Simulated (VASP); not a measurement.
A run of VASP 6.6.1 is set up as follows.

The input INCAR:

```
PREC     = Accurate       # precision mode
ENCUT    = 520            # plane-wave cutoff, eV
EDIFF    = 1E-6           # SCF threshold, eV
ISMEAR   = 0              # smearing method
SIGMA    = 0.01           # smearing width, eV
LREAL    = F              # projectors in reciprocal space
LASPH    = T              # aspherical terms in the spheres
NELM     = 100            # most SCF steps
ALGO     = Normal         # electronic algorithm
ISIF     = 2              # what is computed and relaxed
LWAVE    = F              # write WAVECAR
LCHARG   = F              # write CHGCAR
GGA      = PE             # functional
NBANDS   = 16             # bands
```

Contents of KPOINTS:

```
Automatic mesh
0
Gamma
  6 6 6
```

File POSCAR:

```
ZnS
1.0
    0.0000000000      2.7375567091      2.7375567091
    2.7375567091      0.0000000000      2.7375567091
    2.7375567091      2.7375567091      0.0000000000
Zn S
1 1
Direct
    0.2500000000      0.2500000000      0.2500000000
    0.0000000000      0.0000000000      0.0000000000
```

Potentials or basis: VASP PAW PBE potentials, release 64 (Zn, S).

The run is started by

```console
$ cat potpaw_PBE.64/Zn/POTCAR potpaw_PBE.64/S/POTCAR > POTCAR
$ mpirun -np 1 vasp_std > vasp.out
```

Q: Predict the pressure.

A: -1.0 GPa.

Q: Estimate the band gap on the k mesh.

A: 1.94 eV, direct.

**The experiment to reproduce.**

“Electronic, vibrational, and thermodynamic properties of ZnS (zincblende and rocksalt structure)”, 2009, arxiv:0911.5022 quotes, for a bulk crystal of ZnS at 19 K: band gap 3.85 eV (direct).

A measured gap of ZnS is 3.85 eV (direct; 19 K; quoted in “Electronic, vibrational, and thermodynamic properties of ZnS (zincblende and rocksalt structure)”, 2009, arxiv:0911.5022); the calculated 1.94 eV misses it by -1.91 eV. The value is that of PBE, without temperature or zero-point motion. Semilocal functionals fall short of measured gaps as a rule.
